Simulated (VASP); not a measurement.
A run of VASP 6.6.1 is set up as follows.

INCAR

```
PREC = Accurate
ENCUT = 520
EDIFF = 1E-7
ISMEAR = 0
SIGMA = 0.05
LREAL = F
LASPH = T
NELM = 150
ALGO = Normal
ISIF = 2
LWAVE = F
LCHARG = F
ISPIN = 2
MAGMOM = 0.01 2.54 0.08 0.08 0.08
LORBIT = 11
NUPDOWN = 3.3
LMAXMIX = 4
LDAU = T
LDAUTYPE = 2
LDAUL = -1 2 -1
LDAUU = 0 4 0
LDAUJ = 0 0 0
LDAUPRINT = 1
NBANDS = 34
```

KPOINTS

```
Automatic mesh
0
Gamma
  5 5 5
```

The input POSCAR:

```
RbVF3
1.0
    4.1819996800      0.0000000000      0.0000000000
    0.0000000000      4.1819996800      0.0000000000
    0.0000000000      0.0000000000      4.1819996800
Rb V F
1 1 3
Direct
    0.0000000000      0.0000000000      0.0000000000
    0.5000000000      0.5000000000      0.5000000000
    0.5000000000      0.5000000000      0.0000000000
    0.0000000000      0.5000000000      0.5000000000
    0.5000000000      0.0000000000      0.5000000000
```

Potentials or basis: VASP PAW LDA potentials, release 64 (Rb_sv, V_sv, F).

Run with:

```bash
$ cat potpaw_LDA.64/Rb_sv/POTCAR potpaw_LDA.64/V_sv/POTCAR potpaw_LDA.64/F/POTCAR > POTCAR
$ mpirun -np 1 vasp_std > vasp.out
```

(1) What does it give for the pressure?

Results:

(1) -0.9 GPa.

Caveat: the total moment is fixed, so each spin has its own Fermi level and the state may be an excited one.
